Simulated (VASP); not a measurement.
ZnS, 4 atoms in the cell. Symmetry: Cc, No. 9, monoclinic system. The conventional cell has a = 3.811 Å, b = 6.601 Å, c = 6.234 Å, α = 90.00°, β = 91.29°, γ = 90.00°. Within 3.0 Å of Zn (site symmetry 1) lie 4 S at 2.30 to 2.40 Å. S (site symmetry 1) has 4 Zn at 2.30 to 2.40 Å within 3.0 Å.  This cell differs from its parent crystal: strain +0.0225 x Voigt [0, 0, 0, 0, 1, 0].

```yaml
Program: VASP 6.6.1
Task: single point
Functional: r2SCAN
Potentials_or_basis: VASP PAW PBE potentials, release 64 (Zn, S)
Cutoff: 520 eV
k_mesh: 6 × 6 × 4
Occupations: gaussian, width 0.05 eV
Spin: no spin polarisation
Dipole_correction: no
Further_INCAR_settings: ALGO = Normal; EDIFF = 1e-06; NBANDS = 26
```

Potentials or basis: VASP PAW PBE potentials, release 64 (Zn, S).

Command:

```sh
$ cat potpaw_PBE.64/Zn/POTCAR potpaw_PBE.64/S/POTCAR > POTCAR
$ cp INCAR.step1 INCAR
$ mpirun -np 1 vasp_std > vasp.out
$ cp INCAR.step2 INCAR
$ mpirun -np 1 vasp_std > vasp.out
```

Hardware: 1 thread of AMD EPYC 9R45 96-Core Processor (Zen 5), on a shared host.

**Question.** Estimate the wall time of this run.

**Answer.** It took 3.1 min on 1 thread of AMD EPYC 9R45 96-Core Processor (Zen 5), with other jobs on the host, peak memory 0.22 GiB. Counts: k points 47.
